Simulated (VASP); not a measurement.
In3GaSb2N2:

```
In Ga Sb N
1.0
     3.89500   -3.89500    0.00000
     3.89500    3.89500    0.00000
     0.00000    0.00000    5.51000
In Ga Sb N
3 1 2 2
Direct
  0.00000 0.50000 0.50000
  0.50000 0.50000 0.00000
  0.50000 0.00000 0.50000
  0.00000 0.00000 0.00000
  0.25000 0.25000 0.25000
  0.75000 0.75000 0.25000
  0.75000 0.25000 0.75000
  0.25000 0.75000 0.75000
```

| Property | Result |
| --- | --- |
| Program | VASP 6.6.1 |
| Task | relaxation of cell and atoms |
| Functional | PBE |
| Potentials or basis | VASP PAW PBE potentials, release 64 (In_d, Ga_d, Sb, N) |
| Cutoff | 600 eV |
| k mesh | 2 × 2 × 2 |
| Occupations | gaussian, width 0.15 eV |
| Spin | no spin polarisation |

At the start: pressure 22.9 GPa; volume 20.90 Å³/atom.

Task: Where does the relaxation end?

Result: Over 22 steps the energy falls by 982.0 meV/atom and the volume is 22.86 Å³/atom (+9.4 %); space group Cmm2 (No. 35, to 0.1 Å) before and after.

Step by step:
```
step  energy change (eV)  largest force (eV/Å)  pressure (GPa)  volume (Å³)
   1              0.0000                7.6707           22.85       167.18
   2             -4.3842                0.6426           -8.61       250.05
   3             -5.4613                1.9232           -4.31       215.39
   4             -5.4624                1.9713           -4.09       214.35
   5             -6.4375                1.4095           -2.54       200.91
   6             -6.9240                0.8610            0.32       187.85
   7             -6.9884                1.0086            2.06       182.33
   8             -7.3758                0.7257            0.23       185.50
   9             -6.4717                4.2980            1.80       191.80
  10             -7.4879                0.7987           -0.25       186.93
  11             -7.5208                0.9472           -0.45       188.17
  12             -7.6962                1.0362           -0.30       186.83
  13             -7.7181                1.0867           -0.21       186.15
  14             -7.8239                0.3819           -0.63       184.31
  15             -7.8290                0.2912           -0.58       184.65
  16             -7.8461                0.1221            0.60       181.25
  17             -7.8465                0.1198            0.43       181.70
  18             -7.8518                0.1122           -0.09       183.05
  19             -7.8518                0.1117           -0.09       183.07
  20             -7.8538                0.0815           -0.04       182.94
  21             -7.8543                0.0831            0.02       182.84
  22             -7.8560                0.0665            0.02       182.89
```

Final structure:
```
In Ga Sb N
1.0
     3.92732   -3.52576    0.00000
     3.92732    3.52576    0.00000
     0.00000    0.00000    6.60412
In Ga Sb N
3 1 2 2
Cartesian
  1.9637 1.7629 3.8878
  3.9273 0.0000 6.1750
  1.9637 -1.7629 3.8878
  0.0000 0.0000 6.0351
  1.8527 0.0000 1.5400
  6.0019 0.0000 1.5400
  3.9273 -1.8723 4.9775
  3.9273 1.8723 4.9775
```

Caveat: the k points lie up to 0.60 Å⁻¹ apart in the final cell, too coarse for converged energies and pressures of a metal; a cell axis changed by over 15 % at a fixed basis, so the end point is rough; the relaxation stopped at a loose force limit of 0.08 eV/Å, so its end isn't a converged minimum.
